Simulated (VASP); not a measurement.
# HgTe (I4/mmm) in VASP: a series of runs

Runs on HgTe. Level: LDA. Tasks: single point.

All numbers are computed with VASP 6.6.1; they aren't measurements. Logs are shortened: lines on timing, memory, paths and dates and some standing lists are left out, and cuts for length are marked.

**1. The cell of the first run**

It takes space group I4/mmm (No. 139, tetragonal). The conventional cell has a = 4.173 Å, b = 4.173 Å, c = 5.843 Å, α = 90.00°, β = 90.00°, γ = 90.00°. Hg (site symmetry 4/mmm) has 6 Te at 2.92 to 2.95 Å within 3.8 Å. Within 3.8 Å of Te (site symmetry 4/mmm) lie 6 Hg at 2.92 to 2.95 Å.

**2. Single point, LDA (equal xx and yy strain of +1 %)**

The input, INCAR:

```
SYSTEM = HgTe
PREC = Accurate
ENCUT = 520
EDIFF = 1E-6
ISMEAR = -1
SIGMA = 0.08
LREAL = .False.
LASPH = .True.
NELM = 80
ALGO = Normal
ISIF = 2
LWAVE = .False.
LCHARG = .False.
NBANDS = 16
```

The input, KPOINTS:

```
Automatic mesh
0
Gamma
  10 10 10
  0 0 0
```

The input, POSCAR:

```
HgTe
1.0
    0.0000000000      2.9507150000      2.9215000000
    2.9507150000      0.0000000000      2.9215000000
    2.9507150000      2.9507150000      0.0000000000
Hg Te
1 1
Direct
    0.0000000000      0.0000000000      0.0000000000
    0.5000000000      0.5000000000      0.5000000000
```

Potentials or basis: VASP PAW LDA potentials, release 64 (Hg, Te).

Started as:

```
$ cat potpaw_LDA.64/Hg/POTCAR potpaw_LDA.64/Te/POTCAR > POTCAR
$ mpirun -np 1 vasp_std > vasp.out
```

OUTCAR:

```text
SYSTEM = HgTe
   PREC = Accurate
   ENCUT = 520
   EDIFF = 1E-6
   ISMEAR = -1
   LREAL = .False.
   LASPH = .True.
   NELM = 80
   ISIF = 2

 ion  position               nearest neighbor table
   1  0.000  0.000  0.000-   2 2.92   2 2.92   2 2.95   2 2.95   2 2.95   2 2.95
   2  0.500  0.500  0.500-   1 2.92   1 2.92   1 2.95   1 2.95   1 2.95   1 2.95

  LATTYP: Found a body centered tetragonal cell.
 ALAT       =     4.1729411717
 C/A-ratio  =     1.4002114479

  Lattice vectors:

 A1 = (   0.0000000000,  -2.9507150000,  -2.9215000000)
 A2 = (   0.0000000000,   2.9507150000,  -2.9215000000)
 A3 = (   2.9507150000,   0.0000000000,   2.9215000000)

Analysis of symmetry for initial positions (statically):
=====================================================================
 Subroutine PRICEL returns:
 Original cell was already a primitive cell.

 Routine SETGRP: Setting up the symmetry group for a
 body centered tetragonal supercell.

 Subroutine GETGRP returns: Found 16 space group operations
 (whereof 16 operations were pure point group operations)
 out of a pool of 16 trial point group operations.

The static configuration has the point symmetry D_4h.

Analysis of symmetry for dynamics (positions and initial velocities):
=====================================================================
 Subroutine PRICEL returns:
 Original cell was already a primitive cell.

 Routine SETGRP: Setting up the symmetry group for a
 body centered tetragonal supercell.

 Subroutine GETGRP returns: Found 16 space group operations
 (whereof 16 operations were pure point group operations)
 out of a pool of 16 trial point group operations.

The dynamic configuration has the point symmetry D_4h.

 Subroutine INISYM returns: Found 16 space group operations
 (whereof 16 operations are pure point group operations),
 and found     1 'primitive' translations

----------------------------------------------------------------------------------------

                                     Primitive cell

  volume of cell :      50.8734

  direct lattice vectors                    reciprocal lattice vectors
     0.000000000  2.950715000  2.921500000    -0.169450455  0.169450455  0.171144960
     2.950715000  0.000000000  2.921500000     0.169450455 -0.169450455  0.171144960
     2.950715000  2.950715000  0.000000000     0.169450455  0.169450455 -0.171144960

  length of vectors
     4.152334435  4.152334435  4.172941172     0.294478371  0.294478371  0.294478371

  position of ions in fractional coordinates (direct lattice)
     0.000000000  0.000000000  0.000000000
     0.500000000  0.500000000  0.500000000

  ion indices of the primitive-cell ions
   primitive index   ion index
                 1           1
                 2           2

----------------------------------------------------------------------------------------

 KPOINTS: Automatic mesh

Automatic generation of k-mesh.
 Grid dimensions read from file:
 generate k-points for:   10   10   10

 Generating k-lattice:

  Cartesian coordinates                     Fractional coordinates (reciprocal lattice)
    -0.016945046  0.016945046  0.017114496     0.100000000  0.000000000  0.000000000
     0.016945046 -0.016945046  0.017114496     0.000000000  0.100000000  0.000000000
     0.016945046  0.016945046 -0.017114496    -0.000000000 -0.000000000  0.100000000

  Length of vectors
     0.029447837  0.029447837  0.029447837

  Shift w.r.t. Gamma in fractional coordinates (k-lattice)
     0.000000000  0.000000000  0.000000000

 Subroutine IBZKPT returns following result:
 ===========================================

 Found    102 irreducible k-points:

 Following reciprocal coordinates:
            Coordinates               Weight
  0.000000  0.000000  0.000000      1.000000
  0.100000 -0.000000  0.000000      8.000000
  0.200000 -0.000000  0.000000      8.000000
  0.300000  0.000000  0.000000      8.000000
  0.400000 -0.000000  0.000000      8.000000
  0.500000  0.000000  0.000000      4.000000
[... 16 lines left out ...]
  0.300000  0.300000  0.000000      2.000000
  0.400000  0.300000  0.000000      8.000000
 [... further k-points ...]
   k-points           NKPTS =    102   k-points in BZ     NKDIM =    102   number of bands    NBANDS=     16
   number of dos      NEDOS =    301   number of ions     NIONS =      2
   total plane-waves  NPLWV =  32768
   dimension x,y,z NGX =    32 NGY =   32 NGZ =   32
   dimension x,y,z NGXF=    64 NGYF=   64 NGZF=   64
   ions per type =               1   1
   NGX,Y,Z   is equivalent  to a cutoff of  12.81, 12.81, 12.75 a.u.
   NGXF,Y,Z  is equivalent  to a cutoff of  25.62, 25.62, 25.50 a.u.
 SYSTEM =  HgTe
   PREC   = accura    normal or accurate (medium, high low for compatibility)
   ISTART =      0    job   : 0-new  1-cont  2-samecut
   ICHARG =      2    charge: 1-file 2-atom 10-const
   ISPIN  =      1    spin polarized calculation?
   LNONCOLLINEAR =      F non collinear calculations
   LSORBIT =      F    spin-orbit coupling
   LASPH  =      T    aspherical Exc in radial PAW
   ENCUT  =  520.0 eV  38.22 Ry    6.18 a.u.   7.72  7.72  7.76*2*pi/ulx,y,z
   NELM   =     80;   NELMIN=  2; NELMDL= -5     # of ELM steps
   EDIFF  = 0.1E-05   stopping-criterion for ELM
   LREAL  =      F    real-space projection
   EDIFFG = 0.1E-04   stopping-criterion for IOM
   NSW    =      0    number of steps for IOM
   IBRION =     -1    ionic relax: 0-MD 1-quasi-New 2-CG
   NFREE  =      0    steps in history (QN), initial steepest desc. (CG)
   ISIF   =      2    stress and relaxation
   ISYM   =      2    0-nonsym 1-usesym 2-fastsym
   POTIM  = 0.5000    time-step for ionic-motion
   TEBEG  =    0.0;   TEEND  =   0.0 temperature during run
   PSTRESS=    0.0 pullay stress
   NELECT =      18.0000    total number of electrons
   NUPDOWN=      -1.0000    fix difference up-down
   EMIN   =  10.00;   EMAX   =-10.00  energy-range for DOS
   EFERMI =   0.00;   METHOD = LEGACY
   ISMEAR =    -1;   SIGMA  =   0.08  broadening in eV -4-tet -1-fermi 0-gaus
   EFERMI_NEDOS =   21; number of points for ismear=-14 and -15
   IALGO  =     38    algorithm
   IMIX   =      4    mixing-type and parameters
     AMIX     =   0.40;   BMIX     =  1.00
     AMIX_MAG =   1.60;   BMIX_MAG =  1.00
  volume/ion in A,a.u.               =      25.44       171.66
  Fermi-wavevector in a.u.,A,eV,Ry     =   1.157894  2.188103 18.241588  1.340719
  Thomas-Fermi vector in A             =   2.294501
   LORBIT       =      0    0 simple, 1 ext, 2 COOP (PROOUT), +10 PAW based schemes
   GGA     = CA    functional components
   LHFCALC =     F    Hartree Fock is set to
   AEXX    =    0.0000 exact exchange contribution
   IVDW    =     0    specifies the selected vdW correction
   LEPSILON=     F    determine dielectric tensor
   LRPA    =     F    only Hartree local field effects (RPA)
 non-spin polarized calculation
  energy-cutoff  :      520.00
  volume of cell :       50.87
 maximum number of plane-waves:      1395
   NGX = 15   NGY = 15   NGZ = 15

 number of electron      17.9999999 magnetization

 Free energy of the ion-electron system (eV)
  ---------------------------------------------------
  ext. energy  EPLUGINS =         0.00000000
  ---------------------------------------------------
  free energy    TOTEN  =        -4.91996126 eV

  energy without entropy =       -4.90681994  energy(sigma->0) =       -4.91339060

 E-fermi :   5.5189     XC(G=0): -10.6548

 val. band max:        5.4447158080   @ k =   0.5000  -0.0000   0.1000
 cond. band min:       5.5974219588   @ k =  -0.3000   0.2000   0.0000
 fundamental gap:      0.1527061508
 Fermi energy:         5.5189438124

 k-point     1 :       0.0000    0.0000    0.0000
  band No.  band energies     occupation
      1      -7.3716      2.00000
      2      -1.6446      2.00000
      3      -1.6264      2.00000
      4      -1.5772      2.00000
      5      -1.5772      2.00000
      6      -1.5498      2.00000
[... 8 lines left out ...]
     15      13.3772      0.00000
     16      13.3950      0.00000

 k-point     2 :       0.1000   -0.0000    0.0000
  band No.  band energies     occupation
      1      -7.2663      2.00000
      2      -1.6898      2.00000
      3      -1.6701      2.00000
      4      -1.5890      2.00000
      5      -1.5593      2.00000
      6      -1.5394      2.00000
[... 8 lines left out ...]
     15      13.6190      0.00000
     16      13.6618      0.00000

 k-point     3 :       0.2000   -0.0000    0.0000
  band No.  band energies     occupation
      1      -6.9627      2.00000
      2      -1.8120      2.00000
      3      -1.7888      2.00000
      4      -1.6527      2.00000
      5      -1.5021      2.00000
      6      -1.4892      2.00000
[... 8 lines left out ...]
     15      14.1251      0.00000
     16      14.1261      0.00000

 k-point     4 :       0.3000    0.0000    0.0000
  band No.  band energies     occupation
      1      -6.5081      2.00000
      2      -1.9567      2.00000
      3      -1.9283      2.00000
      4      -1.8211      2.00000
      5      -1.4281      2.00000
      6      -1.4202      2.00000
[... 8 lines left out ...]
     15      14.9051      0.00000
     16      14.9327      0.00000
[... 324 lines left out ...]
 k-point    22 :      -0.2000    0.2000    0.0000
  band No.  band energies     occupation
      1      -6.4271      2.00000
      2      -2.0104      2.00000
      3      -1.9777      2.00000
      4      -1.6594      2.00000
      5      -1.4553      2.00000
      6      -1.3483      2.00000
[... 8 lines left out ...]
     15      15.5153      0.00000
     16      17.0432      0.00000

 k-point    23 :       0.3000    0.3000    0.0000
  band No.  band energies     occupation
      1      -6.4162      2.00000
      2      -2.0110      2.00000
      3      -1.6814      2.00000
      4      -1.5384      2.00000
      5      -1.4082      2.00000
      6      -1.4082      2.00000
[... 8 lines left out ...]
     15      17.1945      0.00000
     16      17.8425      0.00000

 k-point    24 :       0.4000    0.3000    0.0000
  band No.  band energies     occupation
      1      -6.2022      2.00000
      2      -1.8134      2.00000
      3      -1.7049      2.00000
      4      -1.5937      2.00000
      5      -1.3339      2.00000
      6      -1.3297      2.00000
[... 8 lines left out ...]
     15      17.7576      0.00000
     16      17.8769      0.00000

 [... further k-points ...]
[... 5 lines left out ...]
  --------------------------------------------------------------------------------------
  -------------------------------------------------------------------------------------
  Total        0.7421537      0.7421537      1.1221433      0.0000000     -0.0000000     -0.0000000
  in kB       23.3729769     23.3729769     35.3401588      0.0000000     -0.0000000     -0.0000000
  external PRESSURE =      27.3620375 kB  Pullay stress =       0.0000000 kB

 VOLUME and BASIS-vectors are now :
 -----------------------------------------------------------------------------
  energy-cutoff  :      520.00
  volume of cell :       50.87
      direct lattice vectors                 reciprocal lattice vectors
     0.000000000  2.950715000  2.921500000    -0.169450455  0.169450455  0.171144960
     2.950715000  0.000000000  2.921500000     0.169450455 -0.169450455  0.171144960
     2.950715000  2.950715000  0.000000000     0.169450455  0.169450455 -0.171144960

 POSITION                                       TOTAL-FORCE (eV/Angst)
 -----------------------------------------------------------------------------------
      0.00000      0.00000      0.00000         0.000000      0.000000      0.000000
      2.95072      2.95072      2.92150         0.000000      0.000000     -0.000000
 -----------------------------------------------------------------------------------
    total drift:                                0.000000     -0.000000     -0.000000

  FREE ENERGIE OF THE ION-ELECTRON SYSTEM (eV)
  ---------------------------------------------------
  free  energy   TOTEN  =        -4.9199612623 eV

  energy  without entropy=       -4.9068199447  energy(sigma->0) =       -4.91339060
```

Run time: 21 s. Hardware: 1 thread of Intel Xeon 6975P-C (Granite Rapids), shared host; peak memory 0.22 GiB.

What came out:

```
Free energy            : -4.9200 eV
Pressure               : 2.7 GPa
Band gap on the k mesh : zero (band 9 reaches 5.97 eV, above the bottom of band 10 at 2.77 eV)
```

Stress tensor (GPa, compression positive):
```
2.34 0.00 0.00
0.00 2.34 0.00
0.00 0.00 3.53
```

Levels at points of the mesh, in eV from the Fermi level:
```
           k point  band 7  band 8  band 9  band 10  band 11  band 12
(0.00, 0.00, 0.00)   -0.92   -0.84   -0.84    -0.56     7.69     7.69
(0.50, 0.00, 0.00)   -5.98    0.38    0.45     2.42     3.71     3.80
(0.50, 0.50, 0.00)   -5.04   -3.01   -2.75    -2.75     4.63     9.66
(0.50, 0.00, 0.50)   -5.03   -2.93   -2.76    -2.66     4.69     9.55
```

Caveat: the cell differs from its parent crystal (equal xx and yy strain of +1 %); spin-orbit coupling is left out, which moves the levels of the heavy elements.

**3. Single point, LDA (zz strain of +3 %)**

The input, INCAR:

```
SYSTEM = HgTe
PREC = Accurate
ENCUT = 520
EDIFF = 1E-6
ISMEAR = -1
SIGMA = 0.08
LREAL = .FALSE.
LASPH = .TRUE.
NELM = 100
ALGO = Normal
ISIF = 2
LWAVE = .FALSE.
LCHARG = .TRUE.
GGA = CA
LELF = .TRUE.
LVHAR = .TRUE.
NBANDS = 16
```

The input, KPOINTS:

```
Automatic mesh
0
G
  10 10 10
  0 0 0
```

The input, POSCAR:

```
HgTe
1.0
    0.0000000000      2.9215000000      3.0091450000
    2.9215000000      0.0000000000      3.0091450000
    2.9215000000      2.9215000000      0.0000000000
Hg Te
1 1
Direct
    0.0000000000      0.0000000000      0.0000000000
    0.5000000000      0.5000000000      0.5000000000
```

Potentials or basis: VASP PAW LDA potentials, release 64 (Hg, Te).

Started as:

```
$ cat potpaw_LDA.64/Hg/POTCAR potpaw_LDA.64/Te/POTCAR > POTCAR
$ mpirun -np 1 vasp_std > vasp.out
```

It took 22 s on 1 thread of Intel Xeon 6975P-C (Granite Rapids), shared host; peak memory 0.22 GiB.

The run converged. Its results:

| Quantity | Value |
| --- | --- |
| Free energy | -4.9187 eV |
| Pressure | 2.1 GPa |
| Band gap on the k mesh | zero (band 9 reaches 5.91 eV, above the bottom of band 10 at 2.79 eV) |

Stress tensor (GPa, compression positive):
```
3.13 0.00 0.00
0.00 3.13 0.00
0.00 0.00 0.11
```

Levels at points of the mesh, in eV from the Fermi level:
| k point | band 5 | band 6 | band 7 | band 8 | band 9 | band 10 | band 11 | band 12 | band 13 | band 14 |
| --- | --- | --- | --- | --- | --- | --- | --- | --- | --- | --- |
| (0.00, 0.00, 0.00) | -7.02 | -7.02 | -0.92 | -0.92 | -0.71 | -0.60 | 7.42 | 7.64 | 7.74 | 7.74 |
| (0.50, 0.00, 0.00) | -6.83 | -6.82 | -5.94 | 0.29 | 0.52 | 2.42 | 3.67 | 3.90 | 4.19 | 10.64 |
| (0.50, 0.50, 0.00) | -6.71 | -6.00 | -4.95 | -2.78 | -2.60 | -2.60 | 4.80 | 9.72 | 9.72 | 10.12 |
| (0.50, 0.00, 0.50) | -6.72 | -5.92 | -4.97 | -3.02 | -2.87 | -2.56 | 4.63 | 9.16 | 10.04 | 10.27 |

Caveat: the cell differs from its parent crystal (zz strain of +3 %); spin-orbit coupling is left out, which moves the levels of the heavy elements.
